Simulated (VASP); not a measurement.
# Ga (C2/c) in VASP: notebook

Runs on Ga. Level: PBEsol. Tasks: electric field gradients.

Everything below comes from runs of VASP 6.6.1. Logs are shortened: lines on timing, memory, paths and dates and some standing lists are left out, and cuts for length are marked.

### 1 The cell of the first run

The structure is monoclinic, space group C2/c (No. 15). Conventional cell: a = 2.766 Å, b = 8.053 Å, c = 3.265 Å, α = 90.00°, β = 92.06°, γ = 90.00°. Ga (site symmetry 2) has 10 Ga at 2.67 to 3.27 Å within 3.5 Å.

### 2 Electric field gradients, PBEsol (zz strain of -2 %)

INCAR reads:

```
PREC = Accurate
ENCUT = 520
EDIFF = 1E-8
ISMEAR = -1
SIGMA = 0.03
LREAL = F
LASPH = T
NELM = 80
ALGO = Normal
ISIF = 2
LWAVE = F
LCHARG = F
GGA = PS
LEFG = T
NBANDS = 20
```

KPOINTS reads:

```
regular mesh
0
Gamma
  14 14 11
```

POSCAR reads:

```
Ga
1.0
    1.3830000000     -4.0265000000      0.0000000000
    1.3830000000      4.0265000000      0.0000000000
   -0.1174500000      0.0000000000      3.2633314000
Ga
2
Direct
    0.8690000000      0.1310000000      0.2500000000
    0.1310000000      0.8690000000      0.7500000000
```

Potentials or basis: VASP PAW PBE potentials, release 64 (Ga_d).

On the command line:

```
cat potpaw_PBE.64/Ga_d/POTCAR > POTCAR
mpirun -np 1 vasp_std > vasp.out
```

OUTCAR:

```text
PREC = Accurate
   ENCUT = 520
   EDIFF = 1E-8
   ISMEAR = -1
   LREAL = F
   LASPH = T
   NELM = 80
   ISIF = 2
   GGA = PS

 ion  position               nearest neighbor table
   1  0.869  0.131  0.250-   2 2.67   2 2.67   2 2.84   2 2.84   2 2.90   2 2.90
   2  0.131  0.869  0.750-   1 2.67   1 2.67   1 2.84   1 2.84   1 2.90   1 2.90

  LATTYP: Found a base centered monoclinic cell.
 ALAT       =     2.7660000000
 B/A-ratio  =     2.9114244396
 C/A-ratio  =     1.1805655377
 COS(beta)  =    -0.0359675407

  Lattice vectors:

 A1 = (   1.3830000000,  -4.0265000000,   0.0000000000)
 A2 = (   1.3830000000,   4.0265000000,   0.0000000000)
 A3 = (  -0.1174500000,   0.0000000000,   3.2633314000)

Analysis of symmetry for initial positions (statically):
=====================================================================
 Subroutine PRICEL returns:
 Original cell was already a primitive cell.

 Routine SETGRP: Setting up the symmetry group for a
 base centered monoclinic supercell.

 Subroutine GETGRP returns: Found  4 space group operations
 (whereof  2 operations were pure point group operations)
 out of a pool of  4 trial point group operations.

The static configuration has the point symmetry S_2 .
 The point group associated with its full space group is C_2h.

Analysis of symmetry for dynamics (positions and initial velocities):
=====================================================================
 Subroutine PRICEL returns:
 Original cell was already a primitive cell.

 Routine SETGRP: Setting up the symmetry group for a
 base centered monoclinic supercell.

 Subroutine GETGRP returns: Found  4 space group operations
 (whereof  2 operations were pure point group operations)
 out of a pool of  4 trial point group operations.

The dynamic configuration has the point symmetry S_2 .
 The point group associated with its full space group is C_2h.

 Subroutine INISYM returns: Found  4 space group operations
 (whereof  2 operations are pure point group operations),
 and found     1 'primitive' translations

----------------------------------------------------------------------------------------

                                     Primitive cell

  volume of cell :      36.3447

  direct lattice vectors                    reciprocal lattice vectors
     1.383000000 -4.026500000  0.000000000     0.361532899 -0.124177325  0.013011868
     1.383000000  4.026500000  0.000000000     0.361532899  0.124177325  0.013011868
    -0.117450000  0.000000000  3.263331400     0.000000000  0.000000000  0.306435319

  length of vectors
     4.257392541  4.257392541  3.265444277     0.382485757  0.382485757  0.306435319

  position of ions in fractional coordinates (direct lattice)
     0.869000000  0.131000000  0.250000000
     0.131000000  0.869000000  0.750000000

  ion indices of the primitive-cell ions
   primitive index   ion index
                 1           1
                 2           2

----------------------------------------------------------------------------------------

 KPOINTS: regular mesh

Automatic generation of k-mesh.
 Grid dimensions read from file:
 generate k-points for:   14   14   11

 Generating k-lattice:

  Cartesian coordinates                     Fractional coordinates (reciprocal lattice)
     0.025823779 -0.008869809  0.000929419     0.071428571 -0.000000000  0.000000000
     0.025823779  0.008869809  0.000929419    -0.000000000  0.071428571  0.000000000
     0.000000000  0.000000000  0.027857756     0.000000000  0.000000000  0.090909091

  Length of vectors
     0.027320411  0.027320411  0.027857756

  Shift w.r.t. Gamma in fractional coordinates (k-lattice)
     0.000000000  0.000000000  0.000000000

 Subroutine IBZKPT returns following result:
 ===========================================

 Found    582 irreducible k-points:

 Following reciprocal coordinates:
            Coordinates               Weight
  0.000000  0.000000  0.000000      1.000000
  0.071429 -0.000000  0.000000      4.000000
  0.142857  0.000000  0.000000      4.000000
  0.214286  0.000000  0.000000      4.000000
  0.285714 -0.000000 -0.000000      4.000000
  0.357143  0.000000 -0.000000      4.000000
[... 16 lines left out ...]
  0.214286  0.142857 -0.000000      4.000000
  0.285714  0.142857  0.000000      4.000000
 [... further k-points ...]
   k-points           NKPTS =    582   k-points in BZ     NKDIM =    582   number of bands    NBANDS=     20
   number of dos      NEDOS =    301   number of ions     NIONS =      2
   total plane-waves  NPLWV =  24576
   dimension x,y,z NGX =    32 NGY =   32 NGZ =   24
   dimension x,y,z NGXF=    64 NGYF=   64 NGZF=   48
   ions per type =               2
   NGX,Y,Z   is equivalent  to a cutoff of  12.50, 12.50, 12.22 a.u.
   NGXF,Y,Z  is equivalent  to a cutoff of  24.99, 24.99, 24.44 a.u.
 SYSTEM =  unknown system
   PREC   = accura    normal or accurate (medium, high low for compatibility)
   ISTART =      0    job   : 0-new  1-cont  2-samecut
   ICHARG =      2    charge: 1-file 2-atom 10-const
   ISPIN  =      1    spin polarized calculation?
   LNONCOLLINEAR =      F non collinear calculations
   LSORBIT =      F    spin-orbit coupling
   LASPH  =      T    aspherical Exc in radial PAW
   ENCUT  =  520.0 eV  38.22 Ry    6.18 a.u.   7.92  7.92  6.07*2*pi/ulx,y,z
   NELM   =     80;   NELMIN=  2; NELMDL= -5     # of ELM steps
   EDIFF  = 0.1E-07   stopping-criterion for ELM
   LREAL  =      F    real-space projection
   EDIFFG = 0.1E-06   stopping-criterion for IOM
   NSW    =      0    number of steps for IOM
   IBRION =     -1    ionic relax: 0-MD 1-quasi-New 2-CG
   NFREE  =      0    steps in history (QN), initial steepest desc. (CG)
   ISIF   =      2    stress and relaxation
   ISYM   =      2    0-nonsym 1-usesym 2-fastsym
   POTIM  = 0.5000    time-step for ionic-motion
   TEBEG  =    0.0;   TEEND  =   0.0 temperature during run
   PSTRESS=    0.0 pullay stress
   NELECT =      26.0000    total number of electrons
   NUPDOWN=      -1.0000    fix difference up-down
   EMIN   =  10.00;   EMAX   =-10.00  energy-range for DOS
   EFERMI =   0.00;   METHOD = LEGACY
   ISMEAR =    -1;   SIGMA  =   0.03  broadening in eV -4-tet -1-fermi 0-gaus
   EFERMI_NEDOS =   21; number of points for ismear=-14 and -15
   IALGO  =     38    algorithm
   IMIX   =      4    mixing-type and parameters
     AMIX     =   0.40;   BMIX     =  1.00
     AMIX_MAG =   1.60;   BMIX_MAG =  1.00
  volume/ion in A,a.u.               =      18.17       122.63
  Fermi-wavevector in a.u.,A,eV,Ry     =   1.464150  2.766842 29.167291  2.143735
  Thomas-Fermi vector in A             =   2.580160
   LORBIT       =      0    0 simple, 1 ext, 2 COOP (PROOUT), +10 PAW based schemes
   GGA     = PS    functional components
   LHFCALC =     F    Hartree Fock is set to
   AEXX    =    0.0000 exact exchange contribution
   IVDW    =     0    specifies the selected vdW correction
   LEPSILON=     F    determine dielectric tensor
   LRPA    =     F    only Hartree local field effects (RPA)
 non-spin polarized calculation
  energy-cutoff  :      520.00
  volume of cell :       36.34
 maximum number of plane-waves:       995
   NGX = 15   NGY = 15   NGZ = 13

 number of electron      26.0000016 magnetization

 Free energy of the ion-electron system (eV)
  ---------------------------------------------------
  ext. energy  EPLUGINS =         0.00000000
  ---------------------------------------------------
  free energy    TOTEN  =        -6.67887582 eV

  energy without entropy =       -6.67725393  energy(sigma->0) =       -6.67806487

 E-fermi :   5.7160     XC(G=0): -11.3004

 val. band max:        5.7050991452   @ k =  -0.0714   0.5000   0.3636
 cond. band min:       5.7274381113   @ k =  -0.1429  -0.2857   0.4545
 fundamental gap:      0.0223389661
 Fermi energy:         5.7159726689

 k-point     1 :       0.0000    0.0000    0.0000
  band No.  band energies     occupation
      1      -9.4248      2.00000
      2      -9.4236      2.00000
      3      -9.3754      2.00000
      4      -9.3542      2.00000
      5      -9.0742      2.00000
      6      -9.0700      2.00000
[... 12 lines left out ...]
     19      16.7384      0.00000
     20      18.7328      0.00000

 k-point     2 :       0.0714   -0.0000    0.0000
  band No.  band energies     occupation
      1      -9.4205      2.00000
      2      -9.4156      2.00000
      3      -9.3657      2.00000
      4      -9.3322      2.00000
      5      -9.0838      2.00000
      6      -9.0792      2.00000
[... 498 lines left out ...]
 k-point    24 :       0.2857    0.1429    0.0000
  band No.  band energies     occupation
      1      -9.3731      2.00000
      2      -9.3316      2.00000
      3      -9.2982      2.00000
      4      -9.2210      2.00000
      5      -9.1961      2.00000
      6      -9.1530      2.00000
[... 12 lines left out ...]
     19      17.4374      0.00000
     20      18.4713      0.00000

 [... further k-points ...]
[... 5 lines left out ...]
  --------------------------------------------------------------------------------------
  -------------------------------------------------------------------------------------
  Total       -0.1639756     -0.2176518     -0.0938746      0.0000000      0.0000000      0.0001699
  in kB       -7.2285108     -9.5947100     -4.1382584      0.0000000      0.0000000      0.0074906
  external PRESSURE =      -6.9871597 kB  Pullay stress =       0.0000000 kB

 VOLUME and BASIS-vectors are now :
 -----------------------------------------------------------------------------
  energy-cutoff  :      520.00
  volume of cell :       36.34
      direct lattice vectors                 reciprocal lattice vectors
     1.383000000 -4.026500000  0.000000000     0.361532899 -0.124177325  0.013011868
     1.383000000  4.026500000  0.000000000     0.361532899  0.124177325  0.013011868
    -0.117450000  0.000000000  3.263331400     0.000000000  0.000000000  0.306435319

 POSITION                                       TOTAL-FORCE (eV/Angst)
 -----------------------------------------------------------------------------------
      1.35364     -2.97156      0.81583        -0.000000      0.209735     -0.000000
      1.29491      2.97156      2.44750         0.000000     -0.209735      0.000000
 -----------------------------------------------------------------------------------
    total drift:                                0.000000      0.000000     -0.000000

  FREE ENERGIE OF THE ION-ELECTRON SYSTEM (eV)
  ---------------------------------------------------
  free  energy   TOTEN  =        -6.6788758171 eV

  energy  without entropy=       -6.6772539314  energy(sigma->0) =       -6.67806487

 Electric field gradients (V/A^2)
---------------------------------------------------------------------
 ion       V_xx      V_yy      V_zz      V_xy      V_xz      V_yz
---------------------------------------------------------------------
   1      -5.494   -18.582    24.076     0.000    -2.904    -0.000
   2      -5.494   -18.582    24.076     0.000    -2.904    -0.000
---------------------------------------------------------------------

 Electric field gradients after diagonalization (V/A^2)
 (convention: |V_zz| > |V_xx| > |V_yy|)
----------------------------------------------------------------------
 ion       V_xx      V_yy      V_zz     asymmetry (V_yy - V_xx)/ V_zz
----------------------------------------------------------------------
   1     -18.582    -5.777    24.359       0.526
   2     -18.582    -5.777    24.359       0.526
----------------------------------------------------------------------

           NMR quadrupolar parameters

 Cq : quadrupolar parameter    Cq=e*Q*V_zz/h
 eta: asymmetry parameters     (V_yy - V_xx)/ V_zz
 Q  : nuclear electric quadrupole moment in mb (millibarn)
----------------------------------------------------------------------
 ion       Cq(MHz)       eta       Q (mb)
----------------------------------------------------------------------
   1       0.059       0.526       1.000
   2       0.059       0.526       1.000
----------------------------------------------------------------------
```

It took 1.9 min on 1 thread of Intel Xeon 6975P-C (Granite Rapids), shared host; peak memory 0.43 GiB.

What came out:

```yaml
Free_energy: -6.6789 eV
Pressure: -0.7 GPa
Largest_force: 0.210 eV/Å
Band_gap_on_the_k_mesh: zero (band 13 reaches 10.04 eV, above the bottom of band 14 at 1.67 eV)
```

Forces on the atoms (eV/Å):
```
Ga   0.000  0.210  0.000
Ga   0.000 -0.210  0.000
```

Electric field gradients, principal values (V/Å²):
| atom | least | middle | greatest (by size) |
| --- | --- | --- | --- |
| 1 Ga | -5.777 | -18.582 | 24.359 |
| 2 Ga | -5.777 | -18.582 | 24.359 |

Caveat: the cell differs from its parent crystal (zz strain of -2 %); without QUAD_EFG the Cq values of the log hold for a quadrupole moment of 1 mb, not for the nuclei; the PAW data sets were made with another functional, which shifts forces and pressure a little.

[end of part 1 of 2]
